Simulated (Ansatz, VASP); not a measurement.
## Two plane-wave programs on TiB5

```
Ti B
1.0
     4.16488    0.00000    0.00000
    -2.08244    3.60690    0.00000
     0.00000    0.00000    2.88696
Ti B
1 5
Direct
  0.00000 0.00000 0.00000
  0.33333 0.66667 0.00000
  0.66667 0.33333 0.00000
  0.50000 0.00000 0.50000
  0.50000 0.50000 0.50000
  0.00000 0.50000 0.50000
```

Change from the starting cell: species swapped into the YCo5 type (P6/mmm, No. 191).

Alike in both runs: task single point; functional PBE; k mesh 6 × 6 × 6; occupations gaussian, width 0.1 eV; collinear spin.

|  | VASP | Ansatz |
| --- | --- | --- |
| version | VASP 6.6.1 | Ansatz 0.2.0 |
| potentials or method | VASP PAW PBE potentials, release 64 (Ti_sv, B), cutoff 520 eV | scalar-relativistic, plane waves, PAW |
| valence electrons in the cell | 27 | 27 |

|  | VASP | Ansatz | Ansatz less VASP |
| --- | --- | --- | --- |
| gap on the k mesh at the Fermi level (eV) | none | none | - |
| pressure (GPa) | -0.1 | -0.2 | -0.11 |
| traceless stress, the component that is largest in VASP (GPa) | -0.11 | -0.09 | +0.017 |
| net moment per atom (μB) | 0.00 | 0.00 | 0.000 |

A gap of «none» marks a metal or a gap that the smearing closes. Ansatz's warnings: seeded moment not kept.

The k mesh is coarse, so the values compare programs but aren't converged.
